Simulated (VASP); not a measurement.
# Sc2B2Sb (P6/mmm) in VASP: a series of runs

The runs below take Sc2B2Sb through single point, relaxation of cell and atoms, with PBE.

All numbers are computed with VASP 6.6.1; they aren't measurements. Logs are shortened: lines on timing, memory, paths and dates and some standing lists are left out, and cuts for length are marked.

### Step 1. The cell of the first run

Symmetry: P6/mmm, No. 191, hexagonal system. Conventional cell: a = 4.360 Å, b = 4.360 Å, c = 6.028 Å, α = 90.00°, β = 90.00°, γ = 120.00°. Sc (site symmetry -6m2) has 3 Sc at 2.52 Å and 6 B at 2.64 Å within 3.3 Å. B (site symmetry 6mm) has 1 B at 1.61 Å within 2.1 Å. Within 2.9 Å of Sb (site symmetry 6/mmm) lie 2 B at 2.21 Å.

The cell was generated, and may not be a known phase.

### Step 2. Single point, PBE

Input file INCAR:

```
SYSTEM = Sc2B2Sb
PREC = Accurate
ENCUT = 520
EDIFF = 1E-6
ISMEAR = 0
SIGMA = 0.1
LREAL = .False.
LASPH = .True.
NELM = 100
ALGO = Fast
ISIF = 2
LWAVE = .False.
LCHARG = .False.
GGA = PE
NBANDS = 24
```

Input file KPOINTS:

```
Automatic mesh
0
Gamma
  12 12 6
  0 0 0
```

Input file POSCAR:

```
Sc2B2Sb
1.0
    4.3595984799      0.0000000000      0.0000000000
   -2.1797992399      3.7755230339      0.0000000000
    0.0000000000      0.0000000000      6.0279427081
Sc B Sb
2 2 1
Direct
    0.3333333333      0.6666666667      0.5000000000
    0.6666666667      0.3333333333      0.5000000000
    0.0000000000      0.0000000000      0.6338918878
    0.0000000000      0.0000000000      0.3661081122
    0.0000000000      0.0000000000      0.0000000000
```

Potentials or basis: VASP PAW PBE potentials, release 64 (Sc_sv, B, Sb).

On the command line:

```
> cat potpaw_PBE.64/Sc_sv/POTCAR potpaw_PBE.64/B/POTCAR potpaw_PBE.64/Sb/POTCAR > POTCAR
> mpirun -np 1 vasp_std > vasp.out
```

OUTCAR:

```text
SYSTEM = Sc2B2Sb
   PREC = Accurate
   ENCUT = 520
   EDIFF = 1E-6
   ISMEAR = 0
   LREAL = .False.
   LASPH = .True.
   NELM = 100
   ISIF = 2
   GGA = PE

 ion  position               nearest neighbor table
   1  0.333  0.667  0.500-   2 2.52   2 2.52   2 2.52   4 2.64   3 2.64   4 2.64   3 2.64   4 2.64
                             3 2.64
   2  0.667  0.333  0.500-   1 2.52   1 2.52   1 2.52   4 2.64   3 2.64   3 2.64   4 2.64   3 2.64
                             4 2.64
   3  0.000  0.000  0.634-   4 1.61   5 2.21   1 2.64   2 2.64   1 2.64   2 2.64   2 2.64   1 2.64

   4  0.000  0.000  0.366-   3 1.61   5 2.21   1 2.64   2 2.64   1 2.64   2 2.64   2 2.64   1 2.64

   5  0.000  0.000  0.000-   3 2.21   4 2.21

  LATTYP: Found a hexagonal cell.
 ALAT       =     4.3595984799
 C/A-ratio  =     1.3826830007

  Lattice vectors:

 A1 = (   4.3595984799,   0.0000000000,   0.0000000000)
 A2 = (  -2.1797992399,   3.7755230339,   0.0000000000)
 A3 = (   0.0000000000,   0.0000000000,   6.0279427081)

Analysis of symmetry for initial positions (statically):
=====================================================================
 Subroutine PRICEL returns:
 Original cell was already a primitive cell.

 Routine SETGRP: Setting up the symmetry group for a
 hexagonal supercell.

 Subroutine GETGRP returns: Found 24 space group operations
 (whereof 24 operations were pure point group operations)
 out of a pool of 24 trial point group operations.

The static configuration has the point symmetry D_6h.

Analysis of symmetry for dynamics (positions and initial velocities):
=====================================================================
 Subroutine PRICEL returns:
 Original cell was already a primitive cell.

 Routine SETGRP: Setting up the symmetry group for a
 hexagonal supercell.

 Subroutine GETGRP returns: Found 24 space group operations
 (whereof 24 operations were pure point group operations)
 out of a pool of 24 trial point group operations.

The dynamic configuration has the point symmetry D_6h.

 Subroutine INISYM returns: Found 24 space group operations
 (whereof 24 operations are pure point group operations),
 and found     1 'primitive' translations

----------------------------------------------------------------------------------------

                                     Primitive cell

  volume of cell :      99.2185

  direct lattice vectors                    reciprocal lattice vectors
     4.359598480  0.000000000  0.000000000     0.229378922  0.132431982  0.000000000
    -2.179799240  3.775523034  0.000000000     0.000000000  0.264863965  0.000000000
     0.000000000  0.000000000  6.027942708     0.000000000  0.000000000  0.165894078

  length of vectors
     4.359598480  4.359598480  6.027942708     0.264863965  0.264863965  0.165894078

  position of ions in fractional coordinates (direct lattice)
     0.333333333  0.666666667  0.500000000
     0.666666667  0.333333333  0.500000000
     0.000000000  0.000000000  0.633891888
     0.000000000  0.000000000  0.366108112
     0.000000000  0.000000000  0.000000000

  ion indices of the primitive-cell ions
   primitive index   ion index
                 1           1
                 2           2
                 3           3
                 4           4
                 5           5

----------------------------------------------------------------------------------------

 KPOINTS: Automatic mesh

Automatic generation of k-mesh.
 Grid dimensions read from file:
 generate k-points for:   12   12    6

 Generating k-lattice:

  Cartesian coordinates                     Fractional coordinates (reciprocal lattice)
     0.019114910  0.011035999  0.000000000     0.083333333  0.000000000  0.000000000
     0.000000000  0.022071997  0.000000000     0.000000000  0.083333333  0.000000000
     0.000000000  0.000000000  0.027649013     0.000000000  0.000000000  0.166666667

  Length of vectors
     0.022071997  0.022071997  0.027649013

  Shift w.r.t. Gamma in fractional coordinates (k-lattice)
     0.000000000  0.000000000  0.000000000

 Subroutine IBZKPT returns following result:
 ===========================================

 Found     76 irreducible k-points:

 Following reciprocal coordinates:
            Coordinates               Weight
  0.000000  0.000000  0.000000      1.000000
  0.083333 -0.000000  0.000000      6.000000
  0.166667 -0.000000  0.000000      6.000000
  0.250000 -0.000000  0.000000      6.000000
  0.333333  0.000000  0.000000      6.000000
  0.416667 -0.000000  0.000000      6.000000
[... 16 lines left out ...]
  0.250000 -0.000000  0.166667     12.000000
  0.333333  0.000000  0.166667     12.000000
 [... further k-points ...]
   k-points           NKPTS =     76   k-points in BZ     NKDIM =     76   number of bands    NBANDS=     24
   number of dos      NEDOS =    301   number of ions     NIONS =      5
   total plane-waves  NPLWV =  49152
   dimension x,y,z NGX =    32 NGY =   32 NGZ =   48
   dimension x,y,z NGXF=    64 NGYF=   64 NGZF=   96
   ions per type =               2   2   1
   NGX,Y,Z   is equivalent  to a cutoff of  12.20, 12.20, 13.24 a.u.
   NGXF,Y,Z  is equivalent  to a cutoff of  24.41, 24.41, 26.48 a.u.
 SYSTEM =  Sc2B2Sb
   PREC   = accura    normal or accurate (medium, high low for compatibility)
   ISTART =      0    job   : 0-new  1-cont  2-samecut
   ICHARG =      2    charge: 1-file 2-atom 10-const
   ISPIN  =      1    spin polarized calculation?
   LNONCOLLINEAR =      F non collinear calculations
   LSORBIT =      F    spin-orbit coupling
   LASPH  =      T    aspherical Exc in radial PAW
   ENCUT  =  520.0 eV  38.22 Ry    6.18 a.u.   8.11  8.11 11.21*2*pi/ulx,y,z
   NELM   =    100;   NELMIN=  2; NELMDL= -5     # of ELM steps
   EDIFF  = 0.1E-05   stopping-criterion for ELM
   LREAL  =      F    real-space projection
   EDIFFG = 0.1E-04   stopping-criterion for IOM
   NSW    =      0    number of steps for IOM
   IBRION =     -1    ionic relax: 0-MD 1-quasi-New 2-CG
   NFREE  =      0    steps in history (QN), initial steepest desc. (CG)
   ISIF   =      2    stress and relaxation
   ISYM   =      2    0-nonsym 1-usesym 2-fastsym
   POTIM  = 0.5000    time-step for ionic-motion
   TEBEG  =    0.0;   TEEND  =   0.0 temperature during run
   PSTRESS=    0.0 pullay stress
   NELECT =      33.0000    total number of electrons
   NUPDOWN=      -1.0000    fix difference up-down
   EMIN   =  10.00;   EMAX   =-10.00  energy-range for DOS
   EFERMI =   0.00;   METHOD = LEGACY
   ISMEAR =     0;   SIGMA  =   0.10  broadening in eV -4-tet -1-fermi 0-gaus
   EFERMI_NEDOS =   21; number of points for ismear=-14 and -15
   IALGO  =     68    algorithm
   IMIX   =      4    mixing-type and parameters
     AMIX     =   0.40;   BMIX     =  1.00
     AMIX_MAG =   1.60;   BMIX_MAG =  1.00
  volume/ion in A,a.u.               =      19.84       133.91
  Fermi-wavevector in a.u.,A,eV,Ry     =   1.134267  2.143454 17.504729  1.286561
  Thomas-Fermi vector in A             =   2.270971
   LORBIT       =      0    0 simple, 1 ext, 2 COOP (PROOUT), +10 PAW based schemes
   GGA     = PE    functional components
   LHFCALC =     F    Hartree Fock is set to
   AEXX    =    0.0000 exact exchange contribution
   IVDW    =     0    specifies the selected vdW correction
   LEPSILON=     F    determine dielectric tensor
   LRPA    =     F    only Hartree local field effects (RPA)
 non-spin polarized calculation
 RMM-DIIS sequential band-by-band and
 Gauss-broadening in eV      SIGMA  =   0.10
  energy-cutoff  :      520.00
  volume of cell :       99.22
 maximum number of plane-waves:      2694
   NGX = 17   NGY = 17   NGZ = 23

 number of electron      33.0000001 magnetization

 Free energy of the ion-electron system (eV)
  ---------------------------------------------------
  ext. energy  EPLUGINS =         0.00000000
  ---------------------------------------------------
  free energy    TOTEN  =       -26.90824166 eV

  energy without entropy =      -26.89263738  energy(sigma->0) =      -26.90043952

 E-fermi :   4.7619     XC(G=0):  -9.6213

 val. band max:        4.7545096265   @ k =   0.3333   0.0833   0.5000
 cond. band min:       4.7657016259   @ k =   0.0833  -0.0000   0.0000
 fundamental gap:      0.0111919994
 Fermi energy:         4.7619003060

 k-point     1 :       0.0000    0.0000    0.0000
  band No.  band energies     occupation
      1     -44.9427      2.00000
      2     -44.4348      2.00000
      3     -24.0922      2.00000
      4     -24.0922      2.00000
      5     -23.4918      2.00000
      6     -23.1047      2.00000
[... 16 lines left out ...]
     23       6.2183      0.00000
     24       7.0996      0.00000

 k-point     2 :       0.0833   -0.0000    0.0000
  band No.  band energies     occupation
      1     -44.9352      2.00000
      2     -44.4427      2.00000
      3     -24.1018      2.00000
      4     -24.0788      2.00000
      5     -23.4860      2.00000
      6     -23.1106      2.00000
[... 16 lines left out ...]
     23       6.6273      0.00000
     24       7.3134      0.00000

 k-point     3 :       0.1667   -0.0000    0.0000
  band No.  band energies     occupation
      1     -44.9136      2.00000
      2     -44.4658      2.00000
      3     -24.1272      2.00000
      4     -24.0408      2.00000
      5     -23.4691      2.00000
      6     -23.1277      2.00000
[... 16 lines left out ...]
     23       7.0401      0.00000
     24       7.6902      0.00000
[... 514 lines left out ...]
 k-point    23 :       0.2500   -0.0000    0.1667
  band No.  band energies     occupation
      1     -44.8799      2.00000
      2     -44.5014      2.00000
      3     -24.1601      2.00000
      4     -23.9843      2.00000
      5     -23.4429      2.00000
      6     -23.1543      2.00000
[... 16 lines left out ...]
     23       7.3651      0.00000
     24       8.1206      0.00000

 k-point    24 :       0.3333    0.0000    0.1667
  band No.  band energies     occupation
      1     -44.8381      2.00000
      2     -44.5451      2.00000
      3     -24.1912      2.00000
      4     -23.9207      2.00000
      5     -23.4105      2.00000
      6     -23.1870      2.00000
[... 16 lines left out ...]
     23       7.8004      0.00000
     24       7.9052      0.00000

 [... further k-points ...]

------------------------ aborting loop because EDIFF is reached ----------------------------------------

  FORCE on cell =-STRESS in cart. coord.  units (eV):
  Direction    XX          YY          ZZ          XY          YZ          ZX
  --------------------------------------------------------------------------------------
  -------------------------------------------------------------------------------------
  Total        0.1379052      0.1379052      0.2226053      0.0000000      0.0000000      0.0000000
  in kB        2.2268892      2.2268892      3.5946227      0.0000000      0.0000000      0.0000000
  external PRESSURE =       2.6828004 kB  Pullay stress =       0.0000000 kB

 VOLUME and BASIS-vectors are now :
 -----------------------------------------------------------------------------
  energy-cutoff  :      520.00
  volume of cell :       99.22
      direct lattice vectors                 reciprocal lattice vectors
     4.359598480  0.000000000  0.000000000     0.229378922  0.132431982  0.000000000
    -2.179799240  3.775523034  0.000000000     0.000000000  0.264863965  0.000000000
     0.000000000  0.000000000  6.027942708     0.000000000  0.000000000  0.165894078

 POSITION                                       TOTAL-FORCE (eV/Angst)
 -----------------------------------------------------------------------------------
     -0.00000      2.51702      3.01397         0.000000     -0.000000      0.000000
      2.17980      1.25851      3.01397        -0.000000      0.000000      0.000000
      0.00000      0.00000      3.82106         0.000000      0.000000     -0.032905
      0.00000      0.00000      2.20688         0.000000      0.000000      0.032905
      0.00000      0.00000      0.00000        -0.000000     -0.000000      0.000000
 -----------------------------------------------------------------------------------
    total drift:                               -0.000000      0.000000     -0.000000

  FREE ENERGIE OF THE ION-ELECTRON SYSTEM (eV)
  ---------------------------------------------------
  free  energy   TOTEN  =       -26.9082416648 eV

  energy  without entropy=      -26.8926373802  energy(sigma->0) =      -26.90043952
```

Wall time 5.4 min (1 thread of Oxide Virtual Turin-like, shared host); peak memory 0.3 GiB.

What came out:

- Free energy: -26.9082 eV
- Pressure: 0.3 GPa
- Largest force: 0.033 eV/Å
- Band gap on the k mesh: zero (an odd number of electrons rules out a gap without spin polarisation)

Forces in eV/Å, atoms in the order of the input:
```
Sc   0.000  0.000  0.000
Sc   0.000  0.000  0.000
B    0.000  0.000 -0.033
B    0.000  0.000  0.033
Sb   0.000  0.000  0.000
```

Caveat: spin-orbit coupling is left out, which moves the levels of the heavy elements; an odd number of electrons without spin polarisation forces a metal; a magnetic or distorted state may lie lower.

(Part 1 of 2 ends here.)

The gap in the log of VASP goes by the Fermi energy; the results here count the filled bands.